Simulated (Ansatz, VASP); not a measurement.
**One calculation of W, two programs**

```
W
1.0
     0.00000    1.95055    1.95055
     1.95055    0.00000    1.95055
     1.95055    1.95055    0.00000
W
1
Cartesian
  0.0000 0.0000 0.0000
```

Alike in both runs: task single point; functional r2SCAN; k mesh 18 × 18 × 18; occupations gaussian, width 0.1 eV; no spin polarisation.

```csv
,VASP,Ansatz
version,VASP 6.6.1,Ansatz 0.2.0
potentials or method,"VASP PAW PBE potentials, release 64 (W_sv), cutoff 520 eV","scalar-relativistic, plane waves, PAW"
valence electrons in the cell,14,14
```

VASP gave:

- gap on the k mesh at the Fermi level (eV): none
- pressure (GPa): 32.9

Q: Which values does Ansatz return?

A: gap on the k mesh at the Fermi level (eV): none; pressure (GPa): 31.1.

VASP's potentials were made for PBE, not for r2SCAN. A gap of «none» marks a metal or a gap that the smearing closes. Both programs put the cell under a high pressure, so it lies far from rest at this level.

Neither program's run includes spin-orbit coupling.
